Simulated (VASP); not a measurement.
The system is CoGe3.

```
Ge Co
1.0
     0.00000    3.11260    3.11260
     3.11260    0.00000    3.11260
     3.11260    3.11260    0.00000
Ge Co
3 1
Direct
  0.25000 0.25000 0.25000
  0.75000 0.75000 0.75000
  0.50000 0.50000 0.50000
  0.00000 0.00000 0.00000
```

Base run:

```yaml
Program: VASP 6.6.1
Functional: PBEsol
Potentials_or_basis: VASP PAW PBE potentials, release 64 (Ge_d, Co)
Cutoff: 520 eV
k_mesh: 12 × 12 × 12
Occupations: gaussian, width 0.1 eV
Spin: no spin polarisation
```

Its results: pressure 0.2 GPa.

Question: The run is repeated on the same cell with these changes: functional from PBEsol to r2SCAN. What comes out?

Answer: Pressure 1.3 GPa.

Caveats: the PAW data sets were made with another functional, which shifts forces and pressure a little.
